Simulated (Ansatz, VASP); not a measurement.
**MnO in VASP and in Ansatz**

```
Mn O
1.0
    -0.02222    2.21089    2.21089
     2.21089   -0.02222    2.21089
     2.21089    2.21089   -0.02222
Mn O
1 1
Direct
  0.00000 0.00000 0.00000
  0.50000 0.50000 0.50000
```

Change from the starting cell: equal xy, yz and zx shear strains of -1 %, crystal datasets.

Alike in both runs: task electric field gradients; functional PBE; k mesh 16 × 16 × 16; occupations fermi-dirac, width 0.05 eV; collinear spin.

|  | VASP | Ansatz |
| --- | --- | --- |
| version | VASP 6.6.1 | Ansatz 0.2.0 |
| potentials or method | VASP PAW PBE potentials, release 64 (Mn_pv, O), cutoff 520 eV | all-electron PAW with datasets made for the crystal, scalar-relativistic |

Ansatz gave:

- pressure (GPa): -0.1
- traceless stress, the component that is largest in VASP (GPa): 0.63
- net moment per atom (μB): 2.38
- size of the moment on the site where the two differ most (μB): 4.05
- size of Vzz on the site where it differs most (V/Å²): 1.7

**Question.** What did VASP give for the same quantities?

**Answer.** Pressure (GPa): 0.1; traceless stress, the component that is largest in VASP (GPa): 0.64; net moment per atom (μB): 2.38; size of the moment on the site where the two differ most (μB): 4.33; size of Vzz on the site where it differs most (V/Å²): 1.6.

Site moments also hang on the region over which each program counts them. Ansatz ran all-electron here, and VASP with PAW potentials.
